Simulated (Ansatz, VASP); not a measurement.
## Fe: VASP beside Ansatz

```
CELL_PARAMETERS angstrom
-1.23247 1.23247 3.61070
1.23247 -1.23247 3.61070
1.23247 1.23247 -3.61070
ATOMIC_POSITIONS crystal
Fe 0.85135 0.85135 0.00000
Fe 0.14865 0.14865 0.00000
```

Alike in both runs: functional r2SCAN; k mesh 10 × 10 × 10; occupations gaussian, width 0.1 eV; no spin polarisation.

Ansatz relaxed the structure, and its values are those at the end. VASP's run is a single point on that final structure, the one shown.

```csv
,VASP,Ansatz
version,VASP 6.6.1,Ansatz 0.2.0
potentials or method,"VASP PAW PBE potentials, release 64 (Fe_sv), cutoff 660 eV","scalar-relativistic, plane waves, PAW"
valence electrons in the cell,32,32
```

|  | VASP | Ansatz | Ansatz less VASP |
| --- | --- | --- | --- |
| gap on the k mesh at the Fermi level (eV) | none | none | - |
| pressure (GPa) | -2.4 | 0.0 | +2.41 |
| rms of the force components (eV/Å) | 0.004 | 0.001 | -0.0040 |

VASP's potentials were made for PBE, not for r2SCAN. A gap of «none» marks a metal or a gap that the smearing closes.

The k mesh is coarse, so the values compare programs but aren't converged.
